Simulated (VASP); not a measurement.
A run of VASP 6.6.1 is set up as follows.

Contents of INCAR:

```
PREC = Accurate
ENCUT = 750
EDIFF = 1E-6
ISMEAR = 0
SIGMA = 0.2
LREAL = F
LASPH = T
NELM = 200
ALGO = Normal
ISIF = 2
LWAVE = F
LCHARG = F
GGA = PE
NBANDS = 26
GGA_COMPAT = F
LMAXMIX = 6
```

KPOINTS

```
Automatic mesh
0
Gamma
  4 4 3
```

Contents of POSCAR:

```
Li4TmGe
1.0
    3.2754760653     -3.4631557357      0.0000000000
    3.2754760653      3.4631557357      0.0000000000
    0.0000000000      0.0000000000      6.0831682704
Li Tm Ge
4 1 1
Direct
    0.0000000000      0.5000000000      0.7019109362
    0.5000000000      0.0000000000      0.2980890638
    0.0000000000      0.5000000000      0.2980890638
    0.5000000000      0.0000000000      0.7019109362
    0.0000000000      0.0000000000      0.0000000000
    0.0000000000      0.0000000000      0.5000000000
```

Potentials or basis: VASP PAW PBE potentials, release 64 (Li_sv, Tm_3, Ge_d), 4f in core.

Command:

```bash
$ cat potpaw_PBE.64/Li_sv/POTCAR potpaw_PBE.64/Tm_3/POTCAR potpaw_PBE.64/Ge_d/POTCAR > POTCAR
$ mpirun -np 1 vasp_std > vasp.out
```

**Question.** Predict the pressure.

**Answer.** 0.3 GPa.

**Question.** Predict the largest force.

**Answer.** 0.011 eV/Å.

Forces in eV/Å, atoms in the order of the input:
```
Li   0.000  0.000 -0.011
Li   0.000  0.000  0.011
Li   0.000  0.000  0.011
Li   0.000  0.000 -0.011
Tm   0.000  0.000  0.000
Ge   0.000  0.000  0.000
```

Caveat: spin-orbit coupling is left out, which moves the levels of the heavy elements; the 4f electrons are frozen in the core, so they carry no moment and show no levels. Spin polarisation is off, so any magnetic state and its effect on volume and gap are missing.
